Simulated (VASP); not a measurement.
Here is a VASP 6.6.1 calculation.

File POSCAR:

```
HfO2
1.0
    0.0000000000      2.5291823181      2.5291823181
    2.5291823181      0.0000000000      2.5291823181
    2.5291823181      2.5291823181      0.0000000000
Hf O
1 2
Direct
    0.0000000000      0.0000000000      0.0000000000
    0.2500000000      0.2500000000      0.2500000000
    0.7500000000      0.7500000000      0.7500000000
```

File INCAR.step1:

```
PREC = Accurate
ENCUT = 660
ISMEAR = 1
SIGMA = 0.05
LREAL = False
LASPH = True
NELM = 120
NBANDS = 18
GGA = PE
ALGO = Normal
EDIFF = 1E-5
LWAVE = True
LCHARG = False
GGA_COMPAT = False
```

The input INCAR.step2:

```
PREC = Accurate
ENCUT = 660
EDIFF = 1E-6
ISMEAR = 1
SIGMA = 0.05
LREAL = False
LASPH = True
NELM = 120
ALGO = Normal
ISIF = 2
LWAVE = False
LCHARG = True
METAGGA = R2SCAN
LMIXTAU = True
LELF = True
LVHAR = True
NBANDS = 18
ISTART = 1
GGA_COMPAT = False
```

The input KPOINTS:

```
regular mesh
0
Gamma
  6 6 6
```

Potentials or basis: VASP PAW PBE potentials, release 64 (Hf_pv, O).

Command:

```console
$ cat potpaw_PBE.64/Hf_pv/POTCAR potpaw_PBE.64/O/POTCAR > POTCAR
$ cp INCAR.step1 INCAR
$ mpirun -np 1 vasp_std > vasp.out
$ cp INCAR.step2 INCAR
$ mpirun -np 1 vasp_std > vasp.out
```

Task: What does it give for the pressure?

Result: -4.3 GPa.

Task: What does it give for the band gap on the k mesh?

Result: 4.32 eV, direct.

Caveat: the PAW data sets were made with another functional, which shifts forces and pressure a little; spin-orbit coupling is left out, which moves the levels of the heavy elements. r2SCAN opens gaps a little over a GGA but as a rule still falls short of measured ones.
